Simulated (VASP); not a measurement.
# Ca3H2Pt (R-3m) in VASP: further runs

Runs on Ca3H2Pt. Level: PBE. Tasks: single point, relaxation of cell and atoms.

Everything below comes from runs of VASP 6.6.1. Logs are shortened: lines on timing, memory, paths and dates and some standing lists are left out, and cuts for length are marked.

## (1) The cell of the first run

It takes space group R-3m (No. 166, trigonal). Conventional cell: a = 5.416 Å, b = 5.416 Å, c = 12.791 Å, α = 90.00°, β = 90.00°, γ = 120.00°. Within 3.5 Å of Ca (site symmetry 2/m) lie 2 Pt at 2.64 Å and 4 Ca at 2.71 Å and 6 H at 3.08 to 3.15 Å. H (site symmetry 3m) has 9 Ca at 3.08 to 3.15 Å and 3 Pt at 3.17 Å and 4 H at 3.22 to 3.30 Å within 4.1 Å. Pt (site symmetry -3m) has 6 Ca at 2.64 Å and 6 H at 3.17 Å within 3.5 Å.

The cell was built from a structure type or drawn by symmetry, and may not be a known phase.

## (2) Single point, PBE

INCAR

```
PREC = Accurate
ENCUT = 520
EDIFF = 1E-7
ISMEAR = 0
SIGMA = 0.1
LREAL = False
LASPH = True
NELM = 80
ALGO = Normal
ISIF = 2
LWAVE = False
LCHARG = False
GGA = PE
NBANDS = 30
```

KPOINTS

```
regular mesh
0
Gamma
  6 6 6
```

POSCAR

```
Ca3H2Pt
1.0
    2.7078704100      1.5633897100      4.2637933200
   -2.7078704100      1.5633897100      4.2637933200
    0.0000000000     -3.1267794200      4.2637933200
Ca H Pt
3 2 1
Direct
    0.0000000000      0.5000000000      0.0000000000
    0.5000000000      0.0000000000      0.0000000000
    0.0000000000      0.0000000000      0.5000000000
    0.6257190100      0.6257190100      0.6257190100
    0.3742809900      0.3742809900      0.3742809900
    0.0000000000      0.0000000000      0.0000000000
```

Potentials or basis: VASP PAW PBE potentials, release 64 (Ca_sv, H, Pt).

Started as:

```bash
> cat potpaw_PBE.64/Ca_sv/POTCAR potpaw_PBE.64/H/POTCAR potpaw_PBE.64/Pt/POTCAR > POTCAR
> mpirun -np 1 vasp_std > vasp.out
```

OUTCAR:

```text
PREC = Accurate
   ENCUT = 520
   EDIFF = 1E-7
   ISMEAR = 0
   LREAL = False
   LASPH = True
   NELM = 80
   ISIF = 2
   GGA = PE

 ion  position               nearest neighbor table
   1  0.000  0.500  0.000-   6 2.64   6 2.64   3 2.71   3 2.71   2 2.71   2 2.71
   2  0.500  0.000  0.000-   6 2.64   6 2.64   3 2.71   3 2.71   1 2.71   1 2.71
   3  0.000  0.000  0.500-   6 2.64   6 2.64   2 2.71   1 2.71   1 2.71   2 2.71
   4  0.626  0.626  0.626-
   5  0.374  0.374  0.374-
   6  0.000  0.000  0.000-   3 2.64   3 2.64   1 2.64   2 2.64   1 2.64   2 2.64

  LATTYP: Found a trigonal (rhomboedric) cell.
 ALAT       =     5.2874079678
 COS(alpha) =     0.4754340383

  Lattice vectors:

 A1 = (   2.7078704100,   1.5633897100,   4.2637933200)
 A2 = (  -2.7078704100,   1.5633897100,   4.2637933200)
 A3 = (   0.0000000000,  -3.1267794200,   4.2637933200)

Analysis of symmetry for initial positions (statically):
=====================================================================
 Subroutine PRICEL returns:
 Original cell was already a primitive cell.

 Routine SETGRP: Setting up the symmetry group for a
 trigonal (rhombohedral) supercell.

 Subroutine GETGRP returns: Found 12 space group operations
 (whereof 12 operations were pure point group operations)
 out of a pool of 12 trial point group operations.

The static configuration has the point symmetry D_3d.

Analysis of symmetry for dynamics (positions and initial velocities):
=====================================================================
 Subroutine PRICEL returns:
 Original cell was already a primitive cell.

 Routine SETGRP: Setting up the symmetry group for a
 trigonal (rhombohedral) supercell.

 Subroutine GETGRP returns: Found 12 space group operations
 (whereof 12 operations were pure point group operations)
 out of a pool of 12 trial point group operations.

The dynamic configuration has the point symmetry D_3d.

 Subroutine INISYM returns: Found 12 space group operations
 (whereof 12 operations are pure point group operations),
 and found     1 'primitive' translations

----------------------------------------------------------------------------------------

                                     Primitive cell

  volume of cell :     108.3035

[... 95 lines left out ...]
   NELM   =     80;   NELMIN=  2; NELMDL= -5     # of ELM steps
   EDIFF  = 0.1E-06   stopping-criterion for ELM
   LREAL  =      F    real-space projection
   EDIFFG = 0.1E-05   stopping-criterion for IOM
   NSW    =      0    number of steps for IOM
   IBRION =     -1    ionic relax: 0-MD 1-quasi-New 2-CG
   NFREE  =      0    steps in history (QN), initial steepest desc. (CG)
   ISIF   =      2    stress and relaxation
   ISYM   =      2    0-nonsym 1-usesym 2-fastsym
   POTIM  = 0.5000    time-step for ionic-motion
   TEBEG  =    0.0;   TEEND  =   0.0 temperature during run
   PSTRESS=    0.0 pullay stress
   NELECT =      42.0000    total number of electrons
   NUPDOWN=      -1.0000    fix difference up-down
   EMIN   =  10.00;   EMAX   =-10.00  energy-range for DOS
   EFERMI =   0.00;   METHOD = LEGACY
   ISMEAR =     0;   SIGMA  =   0.10  broadening in eV -4-tet -1-fermi 0-gaus
   EFERMI_NEDOS =   21; number of points for ismear=-14 and -15
   IALGO  =     38    algorithm
   IMIX   =      4    mixing-type and parameters
     AMIX     =   0.40;   BMIX     =  1.00
     AMIX_MAG =   1.60;   BMIX_MAG =  1.00
  volume/ion in A,a.u.               =      18.05       121.81
  Fermi-wavevector in a.u.,A,eV,Ry     =   1.193833  2.256018 19.391545  1.425238
  Thomas-Fermi vector in A             =   2.329838
   LORBIT       =      0    0 simple, 1 ext, 2 COOP (PROOUT), +10 PAW based schemes
   GGA     = PE    functional components
   LHFCALC =     F    Hartree Fock is set to
   AEXX    =    0.0000 exact exchange contribution
   IVDW    =     0    specifies the selected vdW correction
   LEPSILON=     F    determine dielectric tensor
   LRPA    =     F    only Hartree local field effects (RPA)
 non-spin polarized calculation
 Gauss-broadening in eV      SIGMA  =   0.10
  energy-cutoff  :      520.00
  volume of cell :      108.30
 maximum number of plane-waves:      2928
   NGX = 19   NGY = 19   NGZ = 19

 number of electron      42.0000002 magnetization

 Free energy of the ion-electron system (eV)
  ---------------------------------------------------
  ext. energy  EPLUGINS =         0.00000000
  ---------------------------------------------------
  free energy    TOTEN  =       -13.17436005 eV

  energy without entropy =      -13.16247926  energy(sigma->0) =      -13.16841965

 E-fermi :   4.5034     XC(G=0):  -9.4846

 val. band max:        4.4832778034   @ k =  -0.1667   0.3333   0.1667
 cond. band min:       4.5362803577   @ k =   0.5000   0.5000   0.1667
 fundamental gap:      0.0530025542
 Fermi energy:         4.5033961447

 k-point     1 :       0.0000    0.0000    0.0000
  band No.  band energies     occupation
      1     -37.3790      2.00000
      2     -36.9048      2.00000
      3     -36.9048      2.00000
      4     -19.7584      2.00000
      5     -18.8668      2.00000
      6     -18.8668      2.00000
[... 781 lines left out ...]
     29       7.4755      0.00000
     30       7.6503      0.00000

 [... further k-points ...]

------------------------ aborting loop because EDIFF is reached ----------------------------------------

  FORCE on cell =-STRESS in cart. coord.  units (eV):
  Direction    XX          YY          ZZ          XY          YZ          ZX
  --------------------------------------------------------------------------------------
  -------------------------------------------------------------------------------------
  Total       15.7766291     15.7766291      1.5843231      0.0000000     -0.0000000      0.0000000
  in kB      233.3900172    233.3900172     23.4375290      0.0000000     -0.0000000      0.0000000
  external PRESSURE =     163.4058545 kB  Pullay stress =       0.0000000 kB

 VOLUME and BASIS-vectors are now :
 -----------------------------------------------------------------------------
  energy-cutoff  :      520.00
  volume of cell :      108.30
      direct lattice vectors                 reciprocal lattice vectors
     2.707870410  1.563389710  4.263793320     0.184646945  0.106605964  0.078177648
    -2.707870410  1.563389710  4.263793320    -0.184646945  0.106605964  0.078177648
     0.000000000 -3.126779420  4.263793320     0.000000000 -0.213211927  0.078177648

 POSITION                                       TOTAL-FORCE (eV/Angst)
 -----------------------------------------------------------------------------------
     -1.35394      0.78169      2.13190         0.000000     -0.000000      0.000000
      1.35394      0.78169      2.13190        -0.000000     -0.000000     -0.000000
      0.00000     -1.56339      2.13190         0.000000     -0.000000     -0.000000
      0.00000      0.00000      8.00381        -0.000000     -0.000000     -0.259837
      0.00000      0.00000      4.78757        -0.000000      0.000000      0.259837
      0.00000      0.00000      0.00000        -0.000000     -0.000000      0.000000
 -----------------------------------------------------------------------------------
    total drift:                                0.000000      0.000000     -0.000000

  FREE ENERGIE OF THE ION-ELECTRON SYSTEM (eV)
  ---------------------------------------------------
  free  energy   TOTEN  =       -13.1743600479 eV

  energy  without entropy=      -13.1624792597  energy(sigma->0) =      -13.16841965
```

OSZICAR:

```text
N       E                     dE             d eps       ncg     rms          rms(c)
DAV:   1     0.407111381987E+03    0.40711E+03   -0.20972E+04  1928   0.134E+03
DAV:   2     0.119599754685E+02   -0.39515E+03   -0.38415E+03  2068   0.394E+02
DAV:   3    -0.127985680152E+02   -0.24759E+02   -0.24057E+02  3466   0.775E+01
DAV:   4    -0.143193008659E+02   -0.15207E+01   -0.14991E+01  2836   0.170E+01
DAV:   5    -0.143829906116E+02   -0.63690E-01   -0.63639E-01  2788   0.325E+00    0.756E+00
DAV:   6    -0.134206379431E+02    0.96235E+00   -0.18309E+00  2492   0.729E+00    0.356E+00
DAV:   7    -0.131977430203E+02    0.22289E+00   -0.68875E-01  2488   0.412E+00    0.179E+00
DAV:   8    -0.131708497803E+02    0.26893E-01   -0.14029E-01  2626   0.209E+00    0.402E-01
DAV:   9    -0.131734170132E+02   -0.25672E-02   -0.12562E-02  3062   0.601E-01    0.156E-01
DAV:  10    -0.131742539280E+02   -0.83691E-03   -0.18249E-03  2380   0.227E-01    0.616E-02
DAV:  11    -0.131743540837E+02   -0.10016E-03   -0.43316E-04  2348   0.107E-01    0.178E-02
DAV:  12    -0.131743595233E+02   -0.54396E-05   -0.36884E-05  2446   0.314E-02    0.591E-03
DAV:  13    -0.131743600747E+02   -0.55136E-06   -0.25051E-06  2810   0.859E-03    0.177E-03
DAV:  14    -0.131743601884E+02   -0.11367E-06   -0.43285E-07  2262   0.336E-03    0.898E-04
DAV:  15    -0.131743600762E+02    0.11216E-06   -0.41995E-08  1374   0.135E-03    0.312E-04
DAV:  16    -0.131743600479E+02    0.28269E-07   -0.11377E-08  1320   0.603E-04
   1 F= -.13174360E+02 E0= -.13168420E+02  d E =-.118808E-01
```

Wall time 56 s (1 thread of Intel Xeon 6975P-C (Granite Rapids), shared host); peak memory 0.3 GiB.

What came out:

```yaml
Free_energy: -13.1744 eV
Pressure: 16.3 GPa
Largest_force: 0.260 eV/Å
Band_gap_on_the_k_mesh: zero (bands 21 and 22 overlap by 0.76 eV)
```

Forces in eV/Å, atoms in the order of the input:
```
Ca   0.000  0.000  0.000
Ca   0.000  0.000  0.000
Ca   0.000  0.000  0.000
H    0.000  0.000 -0.260
H    0.000  0.000  0.260
Pt   0.000  0.000  0.000
```

Levels at points of the mesh, in eV from the Fermi level:
```
           k point  band 18  band 19  band 20  band 21  band 22  band 23  band 24  band 25
(0.00, 0.00, 0.00)    -3.38    -1.92    -1.74    -1.12     0.39     0.39     0.98     2.31
(0.50, 0.00, 0.00)    -3.05    -2.75    -1.53     0.25     0.82     0.96     1.07     1.27
(0.50, 0.50, 0.00)    -2.85    -2.81    -1.75    -0.88     0.13     0.38     0.58     1.21
(0.50, 0.50, 0.50)    -2.89    -2.89    -2.32    -0.69    -0.19    -0.19     0.06     0.94
```

Caveat: the cell stands under pressure; spin-orbit coupling is left out, which moves the levels of the heavy elements.

## (3) Single point, PBE

This run uses another cell than the first one, of 29.75 Å³/atom.

INCAR

```
ALGO = Normal ; EDIFF = 1E-6
ENCUT = 520 ; GGA = PE
ISIF = 2 ; ISMEAR = 0
LASPH = T ; LCHARG = F
LREAL = F ; LWAVE = F
NBANDS = 30 ; NELM = 80
PREC = Accurate ; SIGMA = 0.1
```

KPOINTS

```
k-points
0
Gamma
  6 6 6
```

POSCAR

```
Ca3H2Pt
1.0
    3.7323690249      2.1548842612      3.6984124903
   -3.7323690249      2.1548842612      3.6984124903
    0.0000000000     -4.3097685225      3.6984124903
Ca H Pt
3 2 1
Direct
    0.0000000000      0.5000000000      0.0000000000
    0.5000000000      0.0000000000      0.0000000000
    0.0000000000      0.0000000000      0.5000000000
    0.7516483531      0.7516483531      0.7516483531
    0.2483516469      0.2483516469      0.2483516469
    0.0000000000      0.0000000000      0.0000000000
```

Potentials or basis: VASP PAW PBE potentials, release 64 (Ca_sv, H, Pt).

Started as:

```bash
> cat potpaw_PBE.64/Ca_sv/POTCAR potpaw_PBE.64/H/POTCAR potpaw_PBE.64/Pt/POTCAR > POTCAR
> mpirun -np 1 vasp_std > vasp.out
```

Wall time 79 s (1 thread of Intel Xeon 6975P-C (Granite Rapids), shared host); peak memory 0.36 GiB.

Results (log left out):

* Free energy: -20.1789 eV
* Pressure: 0.3 GPa
* Largest force: 0.035 eV/Å
* Band gap on the k mesh: zero (bands 21 and 22 overlap by 0.96 eV)

Forces on the atoms (eV/Å):
```
Ca   0.000  0.000  0.000
Ca   0.000  0.000  0.000
Ca   0.000  0.000  0.000
H    0.000  0.000 -0.035
H    0.000  0.000  0.035
Pt   0.000  0.000  0.000
```

Stress tensor (GPa, compression positive):
```
0.30 0.00 0.00
0.00 0.30 0.00
0.00 0.00 0.16
```

Levels at points of the mesh, in eV from the Fermi level:
```csv
k point,band 17,band 18,band 19,band 20,band 21,band 22,band 23,band 24,band 25,band 26
"(0.00, 0.00, 0.00)",-2.87,-2.87,-2.85,-2.05,0.54,1.02,1.02,1.38,1.38,2.74
"(0.50, 0.00, 0.00)",-2.88,-2.74,-2.53,-1.63,-0.34,0.98,1.05,1.82,1.89,2.30
"(0.50, 0.50, 0.00)",-2.71,-2.58,-2.44,-1.48,-0.70,0.24,1.06,1.12,1.87,1.97
"(0.50, 0.50, 0.50)",-2.64,-2.43,-2.43,-1.44,-0.43,-0.43,-0.12,1.80,1.80,1.90
```

Caveat: spin-orbit coupling is left out, which moves the levels of the heavy elements.

(Continued in part 2 of 2.)
